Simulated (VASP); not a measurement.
# Ag (Im-3m) in VASP: settings compared, part 2 of 2

VASP 6.6.1.

**3. Single point, PBEsol**

This run uses another cell than the first one, of 16.79 Å³/atom, 1.046 times its volume.

Contents of INCAR:

```
PREC = Accurate ; ENCUT = 520
EDIFF = 1E-6 ; ISMEAR = -1
SIGMA = 0.05 ; LREAL = F
LASPH = T ; NELM = 60
ALGO = Normal ; ISIF = 2
LWAVE = F ; LCHARG = F
GGA = PS ; NBANDS = 12
```

Contents of KPOINTS:

```
regular mesh
0
Gamma
  11 11 11
```

Contents of POSCAR:

```
Ag
1.0
   -1.6130193778      1.6130193778      1.6130193778
    1.6130193778     -1.6130193778      1.6130193778
    1.6130193778      1.6130193778     -1.6130193778
Ag
1
Direct
    0.0000000000      0.0000000000      0.0000000000
```

Potentials or basis: VASP PAW PBE potentials, release 64 (Ag).

On the command line:

```
$ cat potpaw_PBE.64/Ag/POTCAR > POTCAR
$ mpirun -np 1 vasp_std > vasp.out
```

Wall time 5.8 s (1 thread of Intel Xeon Platinum 8559C (Emerald Rapids), shared host); peak memory 0.14 GiB.

Results (log left out):

* Free energy: -3.2814 eV
* Pressure: -0.2 GPa

Levels at points of the mesh, in eV from the Fermi level:
```csv
k point,band 4,band 5,band 6,band 7,band 8,band 9
"(0.00, 0.00, 0.00)",-4.92,-3.53,-3.53,18.03,18.03,18.03
```

Caveat: the PAW data sets were made with another functional, which shifts forces and pressure a little.

**4. Single point, PBEsol+D3(BJ)**

This run uses another cell than the first one, of 16.22 Å³/atom, 1.011 times its volume.

Contents of INCAR:

```
SYSTEM = Ag
  PREC = Accurate
  ENCUT = 520
  EDIFF = 1E-6
  ISMEAR = -1
  SIGMA = 0.05
  LREAL = .False.
  LASPH = .True.
  NELM = 100
  ALGO = Normal
  ISIF = 2
  LWAVE = .False.
  LCHARG = .True.
  GGA = PS
  IVDW = 12
  LELF = .True.
  LVHAR = .True.
  NBANDS = 12
```

Contents of KPOINTS:

```
regular mesh
0
Gamma
  11 11 11
  0 0 0
```

Contents of POSCAR:

```
Ag
1.0
   -1.5945347848      1.5945347848      1.5945347848
    1.5945347848     -1.5945347848      1.5945347848
    1.5945347848      1.5945347848     -1.5945347848
Ag
1
Direct
    0.0000000000      0.0000000000      0.0000000000
```

Potentials or basis: VASP PAW PBE potentials, release 64 (Ag).

On the command line:

```
$ cat potpaw_PBE.64/Ag/POTCAR > POTCAR
$ mpirun -np 1 vasp_std > vasp.out
```

OUTCAR:

```text
SYSTEM = Ag
   PREC = Accurate
   ENCUT = 520
   EDIFF = 1E-6
   ISMEAR = -1
   LREAL = .False.
   LASPH = .True.
   NELM = 100
   ISIF = 2
   GGA = PS
   IVDW = 12
 IVDW          = 12

 ion  position               nearest neighbor table
   1  0.000  0.000  0.000-

  LATTYP: Found a body centered cubic cell.
 ALAT       =     3.1890695696

  Lattice vectors:

 A1 = (  -1.5945347848,   1.5945347848,   1.5945347848)
 A2 = (   1.5945347848,  -1.5945347848,   1.5945347848)
[... 538 lines left out ...]
     11      34.4903      0.00000
     12      36.4472      0.00000

 [... further k-points ...]

------------------------ aborting loop because EDIFF is reached ----------------------------------------

 Edisp (eV)   -0.57439

 E8    (eV) :    -0.3812

  FORCE on cell =-STRESS in cart. coord.  units (eV):
  Direction    XX          YY          ZZ          XY          YZ          ZX
  --------------------------------------------------------------------------------------
  -------------------------------------------------------------------------------------
  Total      -0.16962    -0.16962    -0.16962     0.00000     0.00000     0.00000
  in kB     -16.75764   -16.75764   -16.75764     0.00000     0.00000     0.00000
  external pressure =      -16.76 kB  Pullay stress =        0.00 kB

 VOLUME and BASIS-vectors are now :
 -----------------------------------------------------------------------------
  energy-cutoff  :      520.00
  volume of cell :       16.22
      direct lattice vectors                 reciprocal lattice vectors
    -1.594534785  1.594534785  1.594534785     0.000000000  0.313571083  0.313571083
     1.594534785 -1.594534785  1.594534785     0.313571083  0.000000000  0.313571083
     1.594534785  1.594534785 -1.594534785     0.313571083  0.313571083  0.000000000

 POSITION                                       TOTAL-FORCE (eV/Angst)
 -----------------------------------------------------------------------------------
      0.00000      0.00000      0.00000        -0.000000      0.000000      0.000000
 -----------------------------------------------------------------------------------
    total drift:                                0.000000      0.000000     -0.000000

  FREE ENERGIE OF THE ION-ELECTRON SYSTEM (eV)
  ---------------------------------------------------
  free  energy   TOTEN  =        -3.8486886570 eV

  energy  without entropy=       -3.8440498102  energy(sigma->0) =       -3.84636923
```

It took 5.7 s on 1 thread of Intel Xeon Platinum 8559C (Emerald Rapids), shared host; peak memory 0.15 GiB.

Results:

```yaml
Free_energy: -3.8487 eV
Pressure: -1.7 GPa
Dispersion_energy_per_atom: -0.574 eV
```

Levels at points of the mesh, in eV from the Fermi level:
| k point | band 3 | band 4 | band 5 | band 6 | band 7 | band 8 | band 9 | band 10 |
| --- | --- | --- | --- | --- | --- | --- | --- | --- |
| (0.00, 0.00, 0.00) | -5.06 | -5.06 | -3.59 | -3.59 | 18.14 | 18.14 | 18.14 | 25.00 |

Caveat: three body term missing; the PAW data sets were made with another functional, which shifts forces and pressure a little; pairwise dispersion overbinds metals, which lowers pressure and volume.

**5. Single point, PBEsol+D4**

This run uses another cell than the first one, of 16.37 Å³/atom, 1.020 times its volume.

Contents of INCAR:

```
PREC = Accurate
ENCUT = 520
EDIFF = 1E-6
ISMEAR = -1
SIGMA = 0.05
LREAL = F
LASPH = T
NELM = 100
ALGO = Normal
ISIF = 2
LWAVE = F
LCHARG = F
GGA = PS
IVDW = 13
NBANDS = 12
```

Contents of KPOINTS:

```
regular mesh
0
Gamma
  11 11 11
```

Contents of POSCAR:

```
Ag
1.0
   -1.5995359589      1.5995359589      1.5995359589
    1.5995359589     -1.5995359589      1.5995359589
    1.5995359589      1.5995359589     -1.5995359589
Ag
1
Direct
    0.0000000000      0.0000000000      0.0000000000
```

On the command line:

```
$ cat potpaw_PBE.64/Ag/POTCAR > POTCAR
$ mpirun -np 1 vasp_std > vasp.out
```

Wall time 6.9 s (1 thread of Intel Xeon Platinum 8559C (Emerald Rapids), shared host); peak memory 0.14 GiB.

The run converged. Its results:

| Item | Value |
| --- | --- |
| Free energy | -3.6217 eV |
| Pressure | -0.3 GPa |
| Dispersion energy per atom | -0.344 eV |

Levels at points of the mesh, in eV from the Fermi level:
```csv
k point,band 4,band 5,band 6,band 7,band 8,band 9
"(0.00, 0.00, 0.00)",-5.02,-3.58,-3.58,18.11,18.11,18.11
```

Caveat: the PAW data sets were made with another functional, which shifts forces and pressure a little; pairwise dispersion overbinds metals, which lowers pressure and volume.

**6. Single point, PBEsol+D3(BJ)**

This run uses another cell than the first one, of 18.15 Å³/atom, 1.132 times its volume.

Contents of INCAR:

```
SYSTEM = Ag
  ALGO = Fast
  EDIFF = 1E-6
  ENCUT = 520
  GGA = PS
  ISIF = 2
  ISMEAR = -1
  IVDW = 12
  LASPH = .True.
  LCHARG = .False.
  LREAL = .False.
  LWAVE = .False.
  NBANDS = 12
  NELM = 80
  PREC = Accurate
  SIGMA = 0.05
```

Contents of KPOINTS:

```
k-points
0
Gamma
  11 11 11
  0 0 0
```

Contents of POSCAR:

```
Ag
1.0
   -1.6556540000      1.6556540000      1.6556540000
    1.6556540000     -1.6556540000      1.6556540000
    1.6556540000      1.6556540000     -1.6556540000
Ag
1
Direct
    0.0000000000      0.0000000000      0.0000000000
```

Potentials or basis: VASP PAW PBE potentials, release 64 (Ag).

On the command line:

```
$ cat potpaw_PBE.64/Ag/POTCAR > POTCAR
$ mpirun -np 1 vasp_std > vasp.out
```

OUTCAR:

```text
SYSTEM = Ag
   EDIFF = 1E-6
   ENCUT = 520
   GGA = PS
   ISIF = 2
   ISMEAR = -1
   IVDW = 12
   LASPH = .True.
   LREAL = .False.
   NELM = 80
   PREC = Accurate
 IVDW          = 12

 ion  position               nearest neighbor table
   1  0.000  0.000  0.000-

  LATTYP: Found a body centered cubic cell.
 ALAT       =     3.3113080000

  Lattice vectors:

 A1 = (  -1.6556540000,   1.6556540000,   1.6556540000)
 A2 = (   1.6556540000,  -1.6556540000,   1.6556540000)
 A3 = (   1.6556540000,   1.6556540000,  -1.6556540000)

Analysis of symmetry for initial positions (statically):
=====================================================================
 Subroutine PRICEL returns:
 Original cell was already a primitive cell.

 Routine SETGRP: Setting up the symmetry group for a
 body centered cubic supercell.

 Subroutine GETGRP returns: Found 48 space group operations
[... 9 lines left out ...]

 Routine SETGRP: Setting up the symmetry group for a
 body centered cubic supercell.

 Subroutine GETGRP returns: Found 48 space group operations
[... 11 lines left out ...]
                                     Primitive cell

[... 146 lines left out ...]
      1       0.0210      2.00000
      2       2.7348      2.00000
      3       2.7348      2.00000
      4       2.7348      2.00000
      5       3.9517      2.00000
      6       3.9517      2.00000
      7      25.1036      0.00000
      8      25.1036      0.00000
      9      25.1036      0.00000
     10      30.4566      0.00000
     11      30.4568      0.00000
     12      30.4594      0.00000
[... 331 lines left out ...]
 k-point    24 :       0.3636    0.1818    0.0909
  band No.  band energies     occupation
      1       1.9153      2.00000
      2       2.1871      2.00000
      3       3.3833      2.00000
      4       3.9905      2.00000
      5       4.0985      2.00000
      6      10.0631      0.00000
      7      11.5302      0.00000
      8      15.9048      0.00000
      9      18.3986      0.00000
     10      29.3764      0.00000
     11      31.8683      0.00000
     12      33.2523      0.00000

 [... further k-points ...]

------------------------ aborting loop because EDIFF is reached ----------------------------------------

 Edisp (eV)   -0.51139

 E8    (eV) :    -0.3392

  FORCE on cell =-STRESS in cart. coord.  units (eV):
  Direction    XX          YY          ZZ          XY          YZ          ZX
  --------------------------------------------------------------------------------------
  -------------------------------------------------------------------------------------
  Total      -1.36199    -1.36199    -1.36199     0.00000     0.00000     0.00000
  in kB    -120.20305  -120.20305  -120.20305     0.00000     0.00000     0.00000
  external pressure =     -120.20 kB  Pullay stress =        0.00 kB

 VOLUME and BASIS-vectors are now :
 -----------------------------------------------------------------------------
  energy-cutoff  :      520.00
  volume of cell :       18.15
      direct lattice vectors                 reciprocal lattice vectors
    -1.655654000  1.655654000  1.655654000     0.000000000  0.301995465  0.301995465
     1.655654000 -1.655654000  1.655654000     0.301995465  0.000000000  0.301995465
     1.655654000  1.655654000 -1.655654000     0.301995465  0.301995465  0.000000000

 POSITION                                       TOTAL-FORCE (eV/Angst)
 -----------------------------------------------------------------------------------
      0.00000      0.00000      0.00000         0.000000     -0.000000      0.000000
 -----------------------------------------------------------------------------------
    total drift:                               -0.000000      0.000000      0.000000

  FREE ENERGIE OF THE ION-ELECTRON SYSTEM (eV)
  ---------------------------------------------------
  free  energy   TOTEN  =        -3.7583482760 eV

  energy  without entropy=       -3.7548791256  energy(sigma->0) =       -3.75661370
```

Run time: 7.1 s. Hardware: 1 thread of Intel Xeon Platinum 8559C (Emerald Rapids), shared host; peak memory 0.15 GiB.

Results:

```yaml
Free_energy: -3.7583 eV
Pressure: -12.0 GPa
Dispersion_energy_per_atom: -0.511 eV
```

Caveat: three body term missing; the PAW data sets were made with another functional, which shifts forces and pressure a little; pairwise dispersion overbinds metals, which lowers pressure and volume.

**7. Summary**

```tsv
level	cell	gap on the mesh (eV)	pressure (GPa)
PBEsol+D3(BJ)	a = 2.752 Å, angles 109.5°, 1 atom	none	-0.1
PBEsol	a = 2.794 Å, angles 109.5°, 1 atom	none	-0.2
PBEsol+D3(BJ)	a = 2.762 Å, angles 109.5°, 1 atom	none	-1.7
PBEsol+D4	a = 2.770 Å, angles 109.5°, 1 atom	none	-0.3
PBEsol+D3(BJ)	a = 2.868 Å, angles 109.5°, 1 atom	none	-12.0
```

Alike in all rows: task single point; potentials or basis VASP PAW PBE potentials, release 64 (Ag); no spin polarisation; k mesh 11 × 11 × 11; cutoff (eV) 520; smearing fermi-dirac 0.05 eV.

Caveats: the PAW data sets were made with another functional, which shifts forces and pressure a little; pairwise dispersion overbinds metals, which lowers pressure and volume (some runs); three body term missing (some runs).

Total energies depend on the potentials used, so only differences within one code and one set of settings carry meaning.
